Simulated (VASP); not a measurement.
Write the native input for VASP 6.6.1 that does the following.

| Property | Result |
| --- | --- |
| Task | single point |
| Functional | PBE |
| Potentials or basis | VASP PAW PBE potentials, release 64 (W_sv, N) |
| Cutoff | 520 eV |
| k mesh | 10 × 10 × 10 |
| Occupations | gaussian, width 0.2 eV |
| Spin | no spin polarisation |
| Dipole correction | no |
| Further INCAR settings | ALGO = Normal; EDIFF = 1e-06; NBANDS = 40 |

The structure of W3N4 lies in POSCAR:

```
W3N4
1.0
    4.1220000000      0.0000000000      0.0000000000
    0.0000000000      4.1220000000      0.0000000000
    0.0000000000      0.0000000000      4.1220000000
W N
3 4
Direct
    0.5000000000      0.5000000000      0.0000000000
    0.0000000000      0.5000000000      0.5000000000
    0.5000000000      0.0000000000      0.5000000000
    0.5000000000      0.5000000000      0.5000000000
    0.5000000000      0.0000000000      0.0000000000
    0.0000000000      0.5000000000      0.0000000000
    0.0000000000      0.0000000000      0.5000000000
```

These files were run (other wordings do the same):

INCAR

```
SYSTEM = W3N4
PREC = Accurate
ENCUT = 520
EDIFF = 1E-6
ISMEAR = 0
SIGMA = 0.2
LREAL = .FALSE.
LASPH = .TRUE.
NELM = 80
ALGO = Normal
ISIF = 2
LWAVE = .FALSE.
LCHARG = .FALSE.
GGA = PE
NBANDS = 40
```

KPOINTS

```
regular mesh
0
G
  10 10 10
  0 0 0
```

Potentials or basis: VASP PAW PBE potentials, release 64 (W_sv, N).

The run is started by

```sh
$ cat potpaw_PBE.64/W_sv/POTCAR potpaw_PBE.64/N/POTCAR > POTCAR
$ mpirun -np 1 vasp_std > vasp.out
```

It gave:

```yaml
Pressure: 28.9 GPa
Band_gap_on_the_k_mesh: zero (band 31 reaches 12.86 eV, above the bottom of band 32 at 10.14 eV)
```

Caveat: spin-orbit coupling is left out, which moves the levels of the heavy elements.

Run time: 2.5 min on 1 thread of Intel Xeon 8259CL, with other jobs on the host, peak memory 0.25 GiB.
